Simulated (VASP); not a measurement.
# WS3 in VASP: a series of runs

The runs below take WS3 through single point, with PBE.

All numbers are computed with VASP 6.6.1; they aren't measurements. Logs are shortened: lines on timing, memory, paths and dates and some standing lists are left out, and cuts for length are marked.

## (1) The cell of the first run

The cell holds a sheet with vacuum, 4 atoms: a = 4.027 Å, b = 4.027 Å, c = 18.000 Å, α = 90.00°, β = 90.00°, γ = 90.00°.

The cell was generated, and may not be a known phase.

## (2) Single point, PBE

Contents of INCAR:

```
SYSTEM = WS3
PREC     = Accurate       ! precision mode
ENCUT    = 520            ! plane-wave cutoff, eV
EDIFF    = 1E-6           ! SCF threshold, eV
ISMEAR   = 0              ! smearing method
SIGMA    = 0.1            ! smearing width, eV
LREAL    = .False.        ! projectors in reciprocal space
LASPH    = .True.         ! aspherical terms in the spheres
NELM     = 100            ! most SCF steps
ALGO     = Normal         ! electronic algorithm
ISIF     = 2              ! what is computed and relaxed
LWAVE    = .False.        ! write WAVECAR
LCHARG   = .False.        ! write CHGCAR
LDIPOL   = .True.       
IDIPOL   = 3            
DIPOL    = 0.5 0.5 0.500
GGA      = PE             ! functional
NBANDS   = 24             ! bands
```

Contents of KPOINTS:

```
Automatic mesh
0
Gamma
  4 4 1
  0 0 0
```

Contents of POSCAR:

```
WS3
1.0
    4.0271850000      0.0000000000      0.0000000000
    0.0000000000      4.0271850000      0.0000000000
    0.0000000000      0.0000000000     18.0000000000
W S
1 3
Direct
    0.0000000000      0.0000000000      0.5000000000
    0.0000000000      0.0000000000      0.5839577200
    0.0000000000      0.0000000000      0.4160422800
    0.5000000000      0.5000000000      0.5000000000
```

Potentials or basis: VASP PAW PBE potentials, release 64 (W_sv, S).

Run with:

```console
cat potpaw_PBE.64/W_sv/POTCAR potpaw_PBE.64/S/POTCAR > POTCAR
mpirun -np 1 vasp_std > vasp.out
```

OUTCAR:

```text
SYSTEM = WS3
   PREC = Accurate
   ENCUT = 520
   EDIFF = 1E-6
   ISMEAR = 0
   LREAL = .False.
   LASPH = .True.
   NELM = 100
   ISIF = 2
   GGA = PE

 ion  position               nearest neighbor table
   1  0.000  0.000  0.500-   2 1.51   3 1.51   4 2.85   4 2.85   4 2.85   4 2.85
   2  0.000  0.000  0.584-   1 1.51
   3  0.000  0.000  0.416-   1 1.51
   4  0.500  0.500  0.500-   1 2.85   1 2.85   1 2.85   1 2.85

 -----------------------------------------------------------------------------
|                                                                             |
|           W    W    AA    RRRRR   N    N  II  N    N   GGGG   !!!           |
|           W    W   A  A   R    R  NN   N  II  NN   N  G    G  !!!           |
|           W    W  A    A  R    R  N N  N  II  N N  N  G       !!!           |
|           W WW W  AAAAAA  RRRRR   N  N N  II  N  N N  G  GGG   !            |
|           WW  WW  A    A  R   R   N   NN  II  N   NN  G    G                |
|           W    W  A    A  R    R  N    N  II  N    N   GGGG   !!!           |
|                                                                             |
|     The distance between some ions is very small. Please check the          |
|     nearest-neighbor list in the OUTCAR file.                               |
|     I HOPE YOU KNOW WHAT YOU ARE DOING!                                     |
|                                                                             |
 -----------------------------------------------------------------------------

  LATTYP: Found a simple tetragonal cell.
 ALAT       =     4.0271850000
 C/A-ratio  =     4.4696233225

  Lattice vectors:

 A1 = (   4.0271850000,   0.0000000000,   0.0000000000)
 A2 = (   0.0000000000,   4.0271850000,   0.0000000000)
 A3 = (   0.0000000000,   0.0000000000,  18.0000000000)

Analysis of symmetry for initial positions (statically):
=====================================================================
 Subroutine PRICEL returns:
 Original cell was already a primitive cell.

 Routine SETGRP: Setting up the symmetry group for a
 simple tetragonal supercell.

 Subroutine GETGRP returns: Found 16 space group operations
 (whereof 16 operations were pure point group operations)
 out of a pool of 16 trial point group operations.

The static configuration has the point symmetry D_4h.

Analysis of symmetry for dynamics (positions and initial velocities):
=====================================================================
 Subroutine PRICEL returns:
 Original cell was already a primitive cell.

[... 101 lines left out ...]
   TEBEG  =    0.0;   TEEND  =   0.0 temperature during run
   PSTRESS=    0.0 pullay stress
   NELECT =      32.0000    total number of electrons
   NUPDOWN=      -1.0000    fix difference up-down
   EMIN   =  10.00;   EMAX   =-10.00  energy-range for DOS
   EFERMI =   0.00;   METHOD = LEGACY
   ISMEAR =     0;   SIGMA  =   0.10  broadening in eV -4-tet -1-fermi 0-gaus
   EFERMI_NEDOS =   21; number of points for ismear=-14 and -15
   IALGO  =     38    algorithm
   IMIX   =      4    mixing-type and parameters
     AMIX     =   0.40;   BMIX     =  1.00
     AMIX_MAG =   1.60;   BMIX_MAG =  1.00
  volume/ion in A,a.u.               =      72.98       492.51
  Fermi-wavevector in a.u.,A,eV,Ry     =   0.783489  1.480580  8.352006  0.613855
  Thomas-Fermi vector in A             =   1.887428
   LORBIT       =      0    0 simple, 1 ext, 2 COOP (PROOUT), +10 PAW based schemes
   GGA     = PE    functional components
   LHFCALC =     F    Hartree Fock is set to
   AEXX    =    0.0000 exact exchange contribution
   IVDW    =     0    specifies the selected vdW correction
   LEPSILON=     F    determine dielectric tensor
   LRPA    =     F    only Hartree local field effects (RPA)
 non-spin polarized calculation
 Gauss-broadening in eV      SIGMA  =   0.10
  energy-cutoff  :      520.00
  volume of cell :      291.93
 maximum number of plane-waves:      7883
 NGX is ok and might be reduce to    30
   NGX = 15   NGY = 15   NGZ = 67

 number of electron      31.9999995 magnetization

 dipolmoment           0.000000      0.000000     -0.000000 electrons x Angstroem

 Free energy of the ion-electron system (eV)
  ---------------------------------------------------
  ext. energy  EPLUGINS =         0.00000000
  ---------------------------------------------------
  free energy    TOTEN  =         4.44705098 eV

  energy without entropy =        4.47287948  energy(sigma->0) =        4.45996523

 E-fermi :  -0.8646     XC(G=0):  -3.3751

 val. band max:       -0.9437973226   @ k =   0.5000   0.0000   0.0000
 cond. band min:      -0.8493324104   @ k =   0.2500   0.2500   0.0000
 fundamental gap:      0.0944649122
 Fermi energy:        -0.8645882472

 k-point     1 :       0.0000    0.0000    0.0000
  band No.  band energies     occupation
      1     -76.2416      2.00000
      2     -45.8498      2.00000
      3     -39.4630      2.00000
      4     -39.4630      2.00000
      5     -17.0767      2.00000
      6     -13.4180      2.00000
[... 151 lines left out ...]
     23       5.8722      0.00000
     24       5.8722      0.00000

------------------------ aborting loop because EDIFF is reached ----------------------------------------

 vacuum level on the upper side and lower side of the slab       (xc-potential included)        -0.124        -0.124

  FORCE on cell =-STRESS in cart. coord.  units (eV):
  Direction    XX          YY          ZZ          XY          YZ          ZX
  --------------------------------------------------------------------------------------
  -------------------------------------------------------------------------------------
  Total       -3.1741762     -3.1741762    173.4699205      0.0000000     -0.0000000      0.0000000
  in kB      -17.4207139    -17.4207139    952.0485492      0.0000000     -0.0000000      0.0000000
  external PRESSURE =     305.7357071 kB  Pullay stress =       0.0000000 kB

 VOLUME and BASIS-vectors are now :
 -----------------------------------------------------------------------------
  energy-cutoff  :      520.00
  volume of cell :      291.93
      direct lattice vectors                 reciprocal lattice vectors
     4.027185000  0.000000000  0.000000000     0.248312407  0.000000000  0.000000000
     0.000000000  4.027185000  0.000000000     0.000000000  0.248312407  0.000000000
     0.000000000  0.000000000 18.000000000     0.000000000  0.000000000  0.055555556

 POSITION                                       TOTAL-FORCE (eV/Angst)
 -----------------------------------------------------------------------------------
      0.00000      0.00000      9.00000         0.000000      0.000000      0.000000
      0.00000      0.00000     10.51124        -0.000000      0.000000     57.411607
      0.00000      0.00000      7.48876         0.000000      0.000000    -57.411607
      2.01359      2.01359      9.00000         0.000000      0.000000      0.000000
 -----------------------------------------------------------------------------------
    total drift:                                0.000000      0.000000     -0.000000

  FREE ENERGIE OF THE ION-ELECTRON SYSTEM (eV)
  ---------------------------------------------------
  free  energy   TOTEN  =         4.4470509774 eV

  energy  without entropy=        4.4728794802  energy(sigma->0) =        4.45996523

 vacuum level on the upper side and lower side of the slab         2.411         2.411
```

Wall time 87 s (1 thread of Intel Xeon 8259CL, shared host); peak memory 0.35 GiB.

Results:

| Item | Value |
| --- | --- |
| Free energy | 4.4471 eV |
| Largest force | 57.412 eV/Å |
| Band gap on the k mesh | zero (bands 16 and 17 overlap by 0.85 eV) |

Forces in eV/Å, atoms in the order of the input:
```
W     0.000   0.000   0.000
S     0.000   0.000  57.412
S     0.000   0.000 -57.412
S     0.000   0.000   0.000
```

Levels at points of the mesh, in eV from the Fermi level:
```csv
k point,band 13,band 14,band 15,band 16,band 17,band 18,band 19,band 20
"(0.00, 0.00, 0.00)",-2.09,-1.95,-1.21,-1.21,-0.77,-0.62,1.40,2.95
"(0.50, 0.00, 0.00)",-3.84,-3.33,-1.39,-0.08,1.37,1.82,3.20,3.26
"(0.50, 0.50, 0.00)",-1.85,-1.53,-1.53,-0.71,0.35,0.48,1.88,1.88
```

Caveat: the k points lie up to 0.39 Å⁻¹ apart, too coarse for converged energies and pressures of a metal; atoms lie so close that the PAW spheres overlap strongly, which falsifies energies and pressures; spin-orbit coupling is left out, which moves the levels of the heavy elements.

## (3) Single point, PBE

Contents of INCAR:

```
PREC = Accurate ; ENCUT = 520
EDIFF = 1E-6 ; ISMEAR = 0
SIGMA = 0.1 ; LREAL = False
LASPH = True ; NELM = 60
ALGO = Normal ; ISIF = 2
LWAVE = False ; LCHARG = False
LDIPOL = True ; IDIPOL = 3
DIPOL = 0.5 0.5 0.500 ; GGA = PE
NBANDS = 24
```

Contents of KPOINTS:

```
Automatic mesh
0
Gamma
  4 4 1
```

POSCAR is that of step 2.

Potentials or basis: VASP PAW PBE potentials, release 64 (W_sv, S).

Run with:

```console
cat potpaw_PBE.64/W_sv/POTCAR potpaw_PBE.64/S/POTCAR > POTCAR
mpirun -np 1 vasp_std > vasp.out
```

It took 1.8 min on 1 thread of Intel Xeon 8259CL, shared host; peak memory 0.35 GiB.

The run converged. Its results:

```yaml
Free_energy: 4.4471 eV
Largest_force: 57.412 eV/Å
Band_gap_on_the_k_mesh: zero (bands 16 and 17 overlap by 0.85 eV)
```

Forces on the atoms (eV/Å):
```
W     0.000   0.000   0.000
S     0.000   0.000  57.412
S     0.000   0.000 -57.412
S     0.000   0.000   0.000
```

Levels at points of the mesh, in eV from the Fermi level:
| k point | band 12 | band 13 | band 14 | band 15 | band 16 | band 17 | band 18 | band 19 | band 20 | band 21 |
| --- | --- | --- | --- | --- | --- | --- | --- | --- | --- | --- |
| (0.00, 0.00, 0.00) | -3.93 | -2.09 | -1.95 | -1.21 | -1.21 | -0.77 | -0.62 | 1.40 | 2.95 | 3.02 |
| (0.50, 0.00, 0.00) | -4.01 | -3.84 | -3.33 | -1.39 | -0.08 | 1.37 | 1.82 | 3.20 | 3.26 | 3.61 |
| (0.50, 0.50, 0.00) | -5.28 | -1.85 | -1.53 | -1.53 | -0.71 | 0.35 | 0.48 | 1.88 | 1.88 | 1.90 |

Caveat: the k points lie up to 0.39 Å⁻¹ apart, too coarse for converged energies and pressures of a metal; atoms lie so close that the PAW spheres overlap strongly, which falsifies energies and pressures; spin-orbit coupling is left out, which moves the levels of the heavy elements.

[end of part 1 of 2]

The gap in the log of VASP goes by the Fermi energy; the results here count the filled bands.